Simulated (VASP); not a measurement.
A run of VASP 6.6.1 is set up as follows.

Contents of INCAR:

```
SYSTEM = Al
PREC = Accurate
ENCUT = 600
EDIFF = 1E-6
ISMEAR = -1
SIGMA = 0.1
LREAL = .FALSE.
LASPH = .TRUE.
NELM = 100
ALGO = Normal
ISIF = 3
LWAVE = .FALSE.
LCHARG = .FALSE.
GGA = PS
IBRION = 2
NSW = 80
EDIFFG = -0.01
```

File KPOINTS:

```
Automatic mesh
0
G
  13 13 7
  0 0 0
```

The input POSCAR:

```
Al
1.0
    2.8634814820      0.0000000000      0.0000000000
   -1.4317407410      2.4798477067      0.0000000000
    0.0000000000      0.0000000000      4.6760652602
Al
2
Direct
    0.3333333333      0.6666666667      0.2500000000
    0.6666666667      0.3333333333      0.7500000000
```

Potentials or basis: VASP PAW PBE potentials, release 64 (Al).

Run with:

```sh
$ cat potpaw_PBE.64/Al/POTCAR > POTCAR
$ mpirun -np 1 vasp_std > vasp.out
```

**Question.** Predict the space group after relaxing (to 0.05 Å).

**Answer.** P6_3/mmc (No. 194).

**Question.** What does it give for the relaxed volume?

**Answer.** 16.31 Å³/atom.

**Question.** What does it give for the relaxed cell?

**Answer.** a = 2.852 Å, b = 2.852 Å, c = 4.629 Å, α = 90.00°, β = 90.00°, γ = 120.00°.

The path:
```tsv
step	energy change (eV)	largest force (eV/Å)	pressure (GPa)	volume (Å³)
1	0.0000	0.0000	-1.35	33.20
2	-0.0025	0.0000	0.21	32.54
3	-0.0025	0.0000	0.01	32.62
4	-0.0026	0.0000	0.01	32.62
5	-0.0027	0.0000	0.01	32.61
```

Caveat: the PAW data sets were made with another functional, which shifts forces and pressure a little.
